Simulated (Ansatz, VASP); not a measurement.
## BAs: VASP beside Ansatz

File INCAR:

```
SYSTEM = BAs
  PREC = Accurate
  ENCUT = 560
  EDIFF = 1E-6
  ISMEAR = -1
  SIGMA = 0.05
  LREAL = .False.
  LASPH = .True.
  NELM = 200
  ALGO = Normal
  ISIF = 2
  LWAVE = .False.
  LCHARG = .False.
  MAGMOM = 0 0 0 0 0 0
  LORBIT = 11
  LSORBIT = .True.
  GGA_COMPAT = .False.
  LORBMOM = .True.
  GGA = PE
  NBANDS = 30
```

Contents of KPOINTS:

```
Automatic mesh
0
Gamma
  10 10 10
  0 0 0
```

The input POSCAR:

```
BAs
1.0
    0.0000000000      2.4043183418      2.4043183418
    2.4043183418      0.0000000000      2.4043183418
    2.4043183418      2.4043183418      0.0000000000
As B
1 1
Direct
    0.7500000000      0.7500000000      0.7500000000
    0.0000000000      0.0000000000      0.0000000000
```

input.yaml

```yaml
crystal:
  lattice:
    - [0.0, 2.4043183418, 2.4043183418]
    - [2.4043183418, 0.0, 2.4043183418]
    - [2.4043183418, 2.4043183418, 0.0]
  atoms:
    - { symbol: As, position: [0.75, 0.75, 0.75] }
    - { symbol: B, position: [0.0, 0.0, 0.0] }
hamiltonian:
  xc: pbe
  pseudopotentials: { kind: paw_fr }
magnetization:
  noncollinear: true
  spin_orbit: true
kpoints:
  mp_grid: { grid: [10, 10, 10] }
scf:
  occupations: { method: fermi_dirac, width: 0.05 }
output:
  forces: true
  stress: true
  eigenvalues: true
```

Alike in both runs: task single point; functional PBE; k mesh 10 × 10 × 10; occupations fermi-dirac, width 0.05 eV; non-collinear spin, spin-orbit coupling.

|  | VASP | Ansatz |
| --- | --- | --- |
| version | VASP 6.6.1 | Ansatz 0.2.0 |
| potentials or method | VASP PAW PBE potentials, release 64 (As_d, B) | Ansatz PAW |
| plane-wave cutoff (eV) | 560 | 420 |
| valence electrons in the cell | 18 | 18 |

Ansatz gave:

```
pressure (GPa) : 0.0
```

Which values does VASP return?

Pressure (GPa): -0.2.

The functional is the same, so the differences come from potentials, cutoffs and numerics.
